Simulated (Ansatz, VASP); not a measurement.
**Two plane-wave programs on C**

```
CELL_PARAMETERS angstrom
-1.23249 -2.13474 0.00000
1.23249 -2.13474 0.00000
0.00000 -2.84646 13.47687
ATOMIC_POSITIONS crystal
C 0.41667 0.41667 0.87495
C 0.75002 0.75002 0.37495
C 0.91670 0.91670 0.12495
C 0.58335 0.58335 0.62495
C 0.08334 0.08334 0.87495
C 0.41669 0.41669 0.37495
C 0.25003 0.25003 0.12495
C 0.91668 0.91668 0.62495
```

Alike in both runs: task single point; functional PBE; dispersion D3(BJ); k mesh 22 × 22 × 4; occupations gaussian, width 0.15 eV; no spin polarisation.

|  | VASP | Ansatz |
| --- | --- | --- |
| version | VASP 6.6.1 | Ansatz 0.2.0 |
| potentials or method | VASP PAW PBE potentials, release 64 (C), cutoff 520 eV | scalar-relativistic, plane waves, PAW |
| valence electrons in the cell | 32 | 32 |

VASP gave:

| Item | Value |
| --- | --- |
| gap on the k mesh at the Fermi level (eV) | 0.09 |
| least direct gap on the mesh (eV) | 0.12 |
| pressure (GPa) | 0.6 |
| traceless stress, the component that is largest in VASP (GPa) | 0.02 |
| rms of the force components (eV/Å) | 0.018 |

Task: Which values does Ansatz return?

Result: gap on the k mesh at the Fermi level (eV): 0.09; least direct gap on the mesh (eV): 0.12; pressure (GPa): 0.1; traceless stress, the component that is largest in VASP (GPa): 0.54; rms of the force components (eV/Å): 0.018.

Atom by atom the forces differ by 0.000 eV/Å (rms over components).
